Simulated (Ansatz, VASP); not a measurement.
# Two plane-wave programs on Br

```xyz
4
Lattice="3.3632 -2.3226 0.0000 3.3632 2.3226 0.0000 0.0000 0.0000 8.7023" Properties=species:S:1:pos:R:3 pbc="T T T"
Br    3.3632    0.6266    3.3948
Br    3.3632    1.6959    7.7459
Br    3.3632   -0.6266    5.3075
Br    3.3632   -1.6959    0.9564
```

Alike in both runs: functional RPBE; k mesh 7 × 7 × 3; occupations fermi-dirac, width 0.05 eV; no spin polarisation.

|  | VASP | Ansatz |
| --- | --- | --- |
| version | VASP 6.6.1 | Ansatz 0.2.0 |
| potentials or method | VASP PAW PBE potentials, release 64 (Br) | Ansatz PAW |
| plane-wave cutoff (eV) | 520 | 420 |
| valence electrons in the cell | 28 | 28 |
| task | single point | band structure |

```tsv
	VASP	Ansatz	Ansatz less VASP
gap on the k mesh at the Fermi level (eV)	1.98	1.98	-0.003
least direct gap on the mesh (eV)	2.00	2.00	-0.004
pressure (GPa)	3.5	3.5	-0.01
traceless stress, the component that is largest in VASP (GPa)	1.24	1.23	-0.011
rms of the force components (eV/Å)	0.495	0.491	-0.0035
```

VASP's potentials were made for PBE, not for RPBE. Atom by atom the forces differ by 0.003 eV/Å (rms over components). The functional is the same, so the differences come from potentials, cutoffs and numerics.
